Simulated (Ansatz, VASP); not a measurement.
# Hg in VASP and in Ansatz

```
Hg
1.0
     3.71911    0.00000    0.00000
    -1.85955    3.22084    0.00000
     0.00000    0.00000    5.83834
Hg
2
Direct
  0.33333 0.66667 0.25000
  0.66667 0.33333 0.75000
```

Alike in both runs: task single point; functional PBE; k mesh 11 × 11 × 7; occupations fermi-dirac, width 0.1 eV; no spin polarisation.

```csv
,VASP,Ansatz
version,VASP 6.6.1,Ansatz 0.2.0
potentials or method,"VASP PAW PBE potentials, release 64 (Hg), cutoff 520 eV","plane waves (420 eV) with PAW, scalar-relativistic"
valence electrons in the cell,24,40
```

|  | VASP | Ansatz | Ansatz less VASP |
| --- | --- | --- | --- |
| pressure (GPa) | -0.6 | -0.6 | 0.00 |
| traceless stress, the component that is largest in VASP (GPa) | -0.06 | -0.06 | -0.006 |

VASP's potentials hold 24 valence electrons a cell and Ansatz's 40, so a difference there can come from the potentials and not from the codes.

Neither program's run includes spin-orbit coupling.
